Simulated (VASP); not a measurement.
# Ti (a cell with a defect) in VASP: single point with PBE

Aim: the single point of Ti (a cell with a defect) with PBE.

All numbers are computed with VASP 6.6.1; they aren't measurements. Logs are shortened: lines on timing, memory, paths and dates and some standing lists are left out, and cuts for length are marked.

## (1) The cell of the first run

The cell holds a defect, 26 atoms: a = 8.723 Å, b = 8.723 Å, c = 8.723 Å, α = 60.00°, β = 60.00°, γ = 60.00°.

## (2) Single point, PBE (atoms taken out, then relaxed in part)

File INCAR:

```
ALGO     = Normal         # electronic algorithm
EDIFF    = 1E-6           # SCF threshold, eV
ENCUT    = 520            # plane-wave cutoff, eV
GGA      = PE             # functional
ISIF     = 2              # what is computed and relaxed
ISMEAR   = 0              # smearing method
LASPH    = True           # aspherical terms in the spheres
LCHARG   = True           # write CHGCAR
LELF     = True           # ELF
LREAL    = Auto         
LVHAR    = True         
LWAVE    = False          # write WAVECAR
NBANDS   = 175            # bands
NELM     = 100            # most SCF steps
PREC     = Accurate       # precision mode
SIGMA    = 0.1            # smearing width, eV
```

File KPOINTS:

```
k-points
0
Gamma
  4 4 4
```

File POSCAR:

```
Ti
1.0
    6.1680525686      0.0000000000      6.1680525686
    6.1680525686      6.1680525686      0.0000000000
    0.0000000000      6.1680525686      6.1680525686
Ti
26
Direct
    0.0000000000      0.3391523476      0.0000000000
    0.0000000000      0.6608476524      0.0000000000
    0.3391523476      0.0000000000      0.0000000000
    0.3333701038      0.3333701038     -0.0001103114
    0.3391523476      0.6608476524      0.0000000000
    0.6608476524      0.0000000000      0.0000000000
    0.6608476524      0.3391523476      0.0000000000
    0.6666298962      0.6666298962      0.0001103114
    0.0000000000      0.0000000000      0.3391523476
   -0.0001103114      0.3333701038      0.3333701038
    0.0000000000      0.6608476524      0.3391523476
    0.3333701038     -0.0001103114      0.3333701038
    0.3333701038      0.3333701038      0.3333701038
    0.3343825664      0.6656174336      0.3343825664
    0.6608476524      0.0000000000      0.3391523476
    0.6656174336      0.3343825664      0.3343825664
    0.6656174336      0.6656174336      0.3343825664
    0.0000000000      0.0000000000      0.6608476524
    0.0000000000      0.3391523476      0.6608476524
    0.0001103114      0.6666298962      0.6666298962
    0.3391523476      0.0000000000      0.6608476524
    0.3343825664      0.3343825664      0.6656174336
    0.3343825664      0.6656174336      0.6656174336
    0.6666298962      0.0001103114      0.6666298962
    0.6656174336      0.3343825664      0.6656174336
    0.6666298962      0.6666298962      0.6666298962
```

Potentials or basis: VASP PAW PBE potentials, release 64 (Ti_sv).

On the command line:

```sh
cat potpaw_PBE.64/Ti_sv/POTCAR > POTCAR
mpirun -np 1 vasp_std > vasp.out
```

OUTCAR:

```text
EDIFF = 1E-6
   ENCUT = 520
   GGA = PE
   ISIF = 2
   ISMEAR = 0
   LASPH = True
   LREAL = Auto
   NELM = 100
   PREC = Accurate

 ion  position               nearest neighbor table
   1  0.000  0.339  0.000-   2 2.81   4 2.88   8 2.88  10 2.88  20 2.88  16 2.92  22 2.92
   2  0.000  0.661  0.000-   1 2.81   4 2.88   8 2.88  10 2.88  20 2.88  17 2.92  23 2.92
   3  0.339  0.000  0.000-   6 2.81   4 2.88  24 2.88  12 2.88   8 2.88  22 2.92  14 2.92
   4  0.333  0.333  1.000-   3 2.88   5 2.88   1 2.88   2 2.88   6 2.88   7 2.88  22 2.91  23 2.91
                            25 2.91  10 2.91  12 2.91  13 2.91
   5  0.339  0.661  0.000-   7 2.81   4 2.88  26 2.88  13 2.88   8 2.88  23 2.92  14 2.92
   6  0.661  0.000  0.000-   3 2.81   8 2.88  12 2.88   4 2.88  24 2.88  17 2.92  25 2.92
   7  0.661  0.339  0.000-   5 2.81   8 2.88  13 2.88   4 2.88  26 2.88  25 2.92  16 2.92
   8  0.667  0.667  0.000-   6 2.88   7 2.88   3 2.88   5 2.88   1 2.88   2 2.88  14 2.91  16 2.91
                            17 2.91  20 2.91  24 2.91  26 2.91
   9  0.000  0.000  0.339-  18 2.81  10 2.88  24 2.88  20 2.88  12 2.88  16 2.92  14 2.92
  10  1.000  0.333  0.333-   9 2.88  11 2.88   1 2.88   2 2.88  18 2.88  19 2.88  16 2.91  17 2.91
                            25 2.91  13 2.91   4 2.91  12 2.91
  11  0.000  0.661  0.339-  19 2.81  10 2.88  26 2.88  20 2.88  13 2.88  17 2.92  14 2.92
  12  0.333  1.000  0.333-   6 2.88  18 2.88   9 2.88  15 2.88   3 2.88  21 2.88  14 2.91  17 2.91
                            23 2.91   4 2.91  10 2.91  13 2.91
  13  0.333  0.333  0.333-   7 2.88  19 2.88  11 2.88  15 2.88   5 2.88  21 2.88  14 2.91  16 2.91
[... 9 lines left out ...]
  19  0.000  0.339  0.661-  11 2.81  13 2.88  20 2.88  10 2.88  26 2.88  25 2.92  22 2.92
  20  0.000  0.667  0.667-  18 2.88  19 2.88   9 2.88  11 2.88   1 2.88   2 2.88  14 2.91  22 2.91
                            23 2.91   8 2.91  24 2.91  26 2.91
  21  0.339  0.000  0.661-  15 2.81  13 2.88  12 2.88  24 2.88  26 2.88  22 2.92  23 2.92
  22  0.334  0.334  0.666-  14 2.89  16 2.89  23 2.89  25 2.89  20 2.91   4 2.91  24 2.91  13 2.91
                            21 2.92   3 2.92  19 2.92   1 2.92
  23  0.334  0.666  0.666-  14 2.89  17 2.89  22 2.89  25 2.89  20 2.91   4 2.91  12 2.91  26 2.91
                            21 2.92   2 2.92  18 2.92   5 2.92
  24  0.667  0.000  0.667-   3 2.88   9 2.88   6 2.88  15 2.88  18 2.88  21 2.88  16 2.91  22 2.91
                            25 2.91  20 2.91   8 2.91  26 2.91
  25  0.666  0.334  0.666-  16 2.89  17 2.89  22 2.89  23 2.89   4 2.91  10 2.91  24 2.91  26 2.91
                             7 2.92   6 2.92  18 2.92  19 2.92
  26  0.667  0.667  0.667-   5 2.88  11 2.88   7 2.88  15 2.88  19 2.88  21 2.88  17 2.91  23 2.91
                            25 2.91  20 2.91  24 2.91   8 2.91

  LATTYP: Found a face centered cubic cell.
 ALAT       =    12.3361051372

  Lattice vectors:

 A1 = (   6.1680525686,   0.0000000000,   6.1680525686)
 A2 = (   6.1680525686,   6.1680525686,   0.0000000000)
 A3 = (   0.0000000000,   6.1680525686,   6.1680525686)

Analysis of symmetry for initial positions (statically):
=====================================================================
 Subroutine PRICEL returns:
 Original cell was already a primitive cell.

 Routine SETGRP: Setting up the symmetry group for a
 face centered cubic supercell.

 Subroutine GETGRP returns: Found 48 space group operations
 (whereof 48 operations were pure point group operations)
 out of a pool of 48 trial point group operations.

The static configuration has the point symmetry O_h .

Analysis of symmetry for dynamics (positions and initial velocities):
=====================================================================
 Subroutine PRICEL returns:
 Original cell was already a primitive cell.

 Routine SETGRP: Setting up the symmetry group for a
 face centered cubic supercell.

 Subroutine GETGRP returns: Found 48 space group operations
 (whereof 48 operations were pure point group operations)
 out of a pool of 48 trial point group operations.

The dynamic configuration has the point symmetry O_h .

 Subroutine INISYM returns: Found 48 space group operations
 (whereof 48 operations are pure point group operations),
 and found     1 'primitive' translations

----------------------------------------------------------------------------------------

                                     Primitive cell

  volume of cell :     469.3255

  direct lattice vectors                    reciprocal lattice vectors
     6.168052569  0.000000000  6.168052569     0.081062863 -0.081062863  0.081062863
     6.168052569  6.168052569  0.000000000     0.081062863  0.081062863 -0.081062863
     0.000000000  6.168052569  6.168052569    -0.081062863  0.081062863  0.081062863

  length of vectors
     8.722943596  8.722943596  8.722943596     0.140404997  0.140404997  0.140404997

  position of ions in fractional coordinates (direct lattice)
     0.000000000  0.339152348  0.000000000
     0.000000000  0.660847652  0.000000000
     0.339152348  0.000000000  0.000000000
     0.333370104  0.333370104  0.999889689
     0.339152348  0.660847652  0.000000000
     0.660847652  0.000000000  0.000000000
[... 18 lines left out ...]
     0.665617434  0.334382566  0.665617434
     0.666629896  0.666629896  0.666629896

  ion indices of the primitive-cell ions
   primitive index   ion index
                 1           1
                 2           2
                 3           3
                 4           4
                 5           5
                 6           6
[... 18 lines left out ...]
                25          25
                26          26

----------------------------------------------------------------------------------------

 KPOINTS: k-points

Automatic generation of k-mesh.
 Grid dimensions read from file:
 generate k-points for:    4    4    4

 Generating k-lattice:

  Cartesian coordinates                     Fractional coordinates (reciprocal lattice)
     0.020265716 -0.020265716  0.020265716     0.250000000  0.000000000  0.000000000
     0.020265716  0.020265716 -0.020265716     0.000000000  0.250000000  0.000000000
    -0.020265716  0.020265716  0.020265716     0.000000000  0.000000000  0.250000000

  Length of vectors
     0.035101249  0.035101249  0.035101249

  Shift w.r.t. Gamma in fractional coordinates (k-lattice)
     0.000000000  0.000000000  0.000000000

 Subroutine IBZKPT returns following result:
 ===========================================

 Found      8 irreducible k-points:

 Following reciprocal coordinates:
            Coordinates               Weight
  0.000000  0.000000  0.000000      1.000000
  0.250000  0.000000  0.000000      8.000000
  0.500000  0.000000  0.000000      4.000000
  0.250000  0.250000  0.000000      6.000000
  0.500000  0.250000  0.000000     24.000000
 -0.250000  0.250000  0.000000     12.000000
  0.500000  0.500000  0.000000      3.000000
 -0.250000  0.500000  0.250000      6.000000
   k-points           NKPTS =      8   k-points in BZ     NKDIM =      8   number of bands    NBANDS=    175
   number of dos      NEDOS =    301   number of ions     NIONS =     26
   total plane-waves  NPLWV = 343000
   dimension x,y,z NGX =    70 NGY =   70 NGZ =   70
   dimension x,y,z NGXF=   140 NGYF=  140 NGZF=  140
   ions per type =              26
   NGX,Y,Z   is equivalent  to a cutoff of  13.34, 13.34, 13.34 a.u.
   NGXF,Y,Z  is equivalent  to a cutoff of  26.68, 26.68, 26.68 a.u.
 SYSTEM =  unknown system
   PREC   = accura    normal or accurate (medium, high low for compatibility)
   ISTART =      0    job   : 0-new  1-cont  2-samecut
   ICHARG =      2    charge: 1-file 2-atom 10-const
   ISPIN  =      1    spin polarized calculation?
   LNONCOLLINEAR =      F non collinear calculations
   LSORBIT =      F    spin-orbit coupling
   LASPH  =      T    aspherical Exc in radial PAW
   ENCUT  =  520.0 eV  38.22 Ry    6.18 a.u.  16.22 16.22 16.22*2*pi/ulx,y,z
   NELM   =    100;   NELMIN=  2; NELMDL= -5     # of ELM steps
   EDIFF  = 0.1E-05   stopping-criterion for ELM
   LREAL  =      T    real-space projection
   EDIFFG = 0.1E-04   stopping-criterion for IOM
   NSW    =      0    number of steps for IOM
   IBRION =     -1    ionic relax: 0-MD 1-quasi-New 2-CG
   NFREE  =      0    steps in history (QN), initial steepest desc. (CG)
   ISIF   =      2    stress and relaxation
   ISYM   =      2    0-nonsym 1-usesym 2-fastsym
   POTIM  = 0.5000    time-step for ionic-motion
   TEBEG  =    0.0;   TEEND  =   0.0 temperature during run
   PSTRESS=    0.0 pullay stress
   NELECT =     312.0000    total number of electrons
   NUPDOWN=      -1.0000    fix difference up-down
   EMIN   =  10.00;   EMAX   =-10.00  energy-range for DOS
   EFERMI =   0.00;   METHOD = LEGACY
   ISMEAR =     0;   SIGMA  =   0.10  broadening in eV -4-tet -1-fermi 0-gaus
   EFERMI_NEDOS =   21; number of points for ismear=-14 and -15
   IALGO  =     38    algorithm
   IMIX   =      4    mixing-type and parameters
     AMIX     =   0.40;   BMIX     =  1.00
     AMIX_MAG =   1.60;   BMIX_MAG =  1.00
  volume/ion in A,a.u.               =      18.05       121.81
  Fermi-wavevector in a.u.,A,eV,Ry     =   1.428790  2.700021 27.775476  2.041440
  Thomas-Fermi vector in A             =   2.548813
   LORBIT       =      0    0 simple, 1 ext, 2 COOP (PROOUT), +10 PAW based schemes
   GGA     = PE    functional components
   LHFCALC =     F    Hartree Fock is set to
   AEXX    =    0.0000 exact exchange contribution
   IVDW    =     0    specifies the selected vdW correction
   LEPSILON=     F    determine dielectric tensor
   LRPA    =     F    only Hartree local field effects (RPA)
 non-spin polarized calculation
 Gauss-broadening in eV      SIGMA  =   0.10
  energy-cutoff  :      520.00
  volume of cell :      469.33
 maximum number of plane-waves:     12686
 NGX is ok and might be reduce to    70
   NGX = 33   NGY = 33   NGZ = 33

 number of electron     312.0000011 magnetization

 Free energy of the ion-electron system (eV)
  ---------------------------------------------------
  ext. energy  EPLUGINS =         0.00000000
  ---------------------------------------------------
  free energy    TOTEN  =      -200.41672479 eV

  energy without entropy =     -200.20151462  energy(sigma->0) =     -200.30911970

 E-fermi :   7.8052     XC(G=0): -11.2677

 val. band max:        7.8047379472   @ k =   0.5000   0.5000   0.0000
 cond. band min:       7.8056382833   @ k =   0.0000   0.0000   0.0000
 fundamental gap:      0.0009003361
 Fermi energy:         7.8051732038

 k-point     1 :       0.0000    0.0000    0.0000
  band No.  band energies     occupation
      1     -48.9491      2.00000
      2     -48.8794      2.00000
      3     -48.8794      2.00000
      4     -48.8794      2.00000
      5     -48.8618      2.00000
      6     -48.8537      2.00000
[... 1357 lines left out ...]
    167       8.1941      0.00000
    168       8.2062      0.00000
 [bands above 168 left out]

------------------------ aborting loop because EDIFF is reached ----------------------------------------

  FORCE on cell =-STRESS in cart. coord.  units (eV):
  Direction    XX          YY          ZZ          XY          YZ          ZX
  --------------------------------------------------------------------------------------
  -------------------------------------------------------------------------------------
  Total       -3.2961509     -3.2961509     -3.2961509      0.0000000     -0.0000000      0.0000000
  in kB      -11.2523561    -11.2523561    -11.2523561      0.0000000     -0.0000000      0.0000000
  external PRESSURE =     -11.2523561 kB  Pullay stress =       0.0000000 kB

 VOLUME and BASIS-vectors are now :
 -----------------------------------------------------------------------------
  energy-cutoff  :      520.00
  volume of cell :      469.33
      direct lattice vectors                 reciprocal lattice vectors
     6.168052569  0.000000000  6.168052569     0.081062863 -0.081062863  0.081062863
     6.168052569  6.168052569  0.000000000     0.081062863  0.081062863 -0.081062863
     0.000000000  6.168052569  6.168052569    -0.081062863  0.081062863  0.081062863

 POSITION                                       TOTAL-FORCE (eV/Angst)
 -----------------------------------------------------------------------------------
      2.09191      2.09191      0.00000         0.015107      0.015107      0.000000
      4.07614      4.07614      0.00000        -0.015107     -0.015107      0.000000
      2.09191      0.00000      2.09191         0.015107     -0.000000      0.015107
      4.11249      8.22362      8.22362         0.000990     -0.000990     -0.000990
      6.16805      4.07614      2.09191         0.000000     -0.015107      0.015107
      4.07614      0.00000      4.07614        -0.015107     -0.000000     -0.015107
[... 18 lines left out ...]
      6.16805      6.16805      8.21113         0.000000     -0.000000      0.016955
      8.22362      8.22362      8.22362        -0.000990     -0.000990     -0.000990
 -----------------------------------------------------------------------------------
    total drift:                                0.000000      0.000000     -0.000000

  FREE ENERGIE OF THE ION-ELECTRON SYSTEM (eV)
  ---------------------------------------------------
  free  energy   TOTEN  =      -200.4167247911 eV

  energy  without entropy=     -200.2015146185  energy(sigma->0) =     -200.30911970
```

Wall time 34 min (1 thread of Intel Xeon Platinum 8488C (Sapphire Rapids), shared host); peak memory 0.88 GiB.

Results:

- Free energy: -200.4167 eV
- Pressure: -1.1 GPa
- Largest force: 0.021 eV/Å
- Band gap on the k mesh: zero (bands 156 and 157 overlap by 0.12 eV)

Forces in eV/Å, atoms in the order of the input:
```
Ti   0.015  0.015  0.000
Ti  -0.015 -0.015  0.000
Ti   0.015  0.000  0.015
Ti   0.001 -0.001 -0.001
Ti   0.000 -0.015  0.015
Ti  -0.015  0.000 -0.015
Ti   0.000  0.015 -0.015
Ti  -0.001  0.001  0.001
Ti   0.000  0.015  0.015
Ti  -0.001  0.001 -0.001
Ti  -0.015  0.000  0.015
Ti  -0.001 -0.001  0.001
Ti   0.001  0.001  0.001
Ti   0.000  0.000 -0.017
Ti  -0.015  0.015  0.000
Ti   0.000 -0.017  0.000
Ti   0.017  0.000  0.000
Ti   0.000 -0.015 -0.015
Ti   0.015  0.000 -0.015
Ti   0.001 -0.001  0.001
Ti   0.015 -0.015  0.000
Ti  -0.017  0.000  0.000
Ti   0.000  0.017  0.000
Ti   0.001  0.001 -0.001
Ti   0.000  0.000  0.017
Ti  -0.001 -0.001 -0.001
```

Caveat: the cell differs from its parent crystal (atoms taken out, then relaxed in part).
